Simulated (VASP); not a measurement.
A run of VASP 6.6.1 is set up as follows.

INCAR

```
SYSTEM = V4Bi4O15
PREC = Accurate
ENCUT = 520
EDIFF = 1E-6
ISMEAR = 0
SIGMA = 0.02
LREAL = Auto
LASPH = .True.
NELM = 60
ALGO = Normal
ISIF = 2
LWAVE = .False.
LCHARG = .True.
GGA = PE
LELF = .True.
LVHAR = .True.
NELECT = 200.0
NBANDS = 118
```

The input KPOINTS:

```
Automatic mesh
0
Gamma
  2 2 2
  0.5 0.5 0.5
```

The input POSCAR:

```
V4Bi4O15
1.0
   -2.5834678445     -2.5834678445      5.8874966706
   -2.5834678445     -2.5834678445     -5.8874966706
    5.1669356890     -5.1669356890      0.0000000000
V Bi O
4 4 15
Direct
    0.0429964398      0.1217027264      0.4657696834
    0.4940116232      0.4816012552     -0.0062432556
    0.4840451652     -0.0305018774      0.7423666039
    0.0061033325      0.4940079821      0.2443975648
   -0.0005821525     -0.0354811956     -0.0265413600
    0.5106705812      0.5023799608      0.4945529911
    0.5065724485     -0.0321792787      0.2343927954
   -0.0138754594      0.4702581477      0.7739945377
    1.2907674131      0.1334405591      0.4348044248
    0.4586750094      0.6047425230      0.1978052489
    0.2033957438      0.8496775530      0.7982261147
    0.7566218607      0.4271257933      0.3199103104
    0.6083767411      0.2390297806      0.6949241709
    0.1363708601      0.7620624241      0.1969522288
    0.8602232040     -0.0273519900      0.3064743003
    0.3418488853      0.4849907073      0.8090881620
    0.6124494530      0.9300365541      0.9327205311
    0.1186227977      0.4103590137      0.4402186590
    0.9538492127      1.0776889430      0.6862323655
    0.4024137038      0.2195110101      0.0479728247
    0.4952432337      0.8348853790      0.5439991262
   -0.0174026635      0.3419869240      0.0510919849
    0.7712910588      0.6064592034      0.9231911886
```

Potentials or basis: VASP PAW PBE potentials, release 64 (V_sv, Bi_d, O).

Launch:

```console
$ cat potpaw_PBE.64/V_sv/POTCAR potpaw_PBE.64/Bi_d/POTCAR potpaw_PBE.64/O/POTCAR > POTCAR
$ mpirun -np 1 vasp_std > vasp.out
```

(1) What does it give for the largest force?

## Answers

(1) 0.199 eV/Å.

Caveat: the cell carries a net charge on a neutralising background, which shifts energy and pressure.
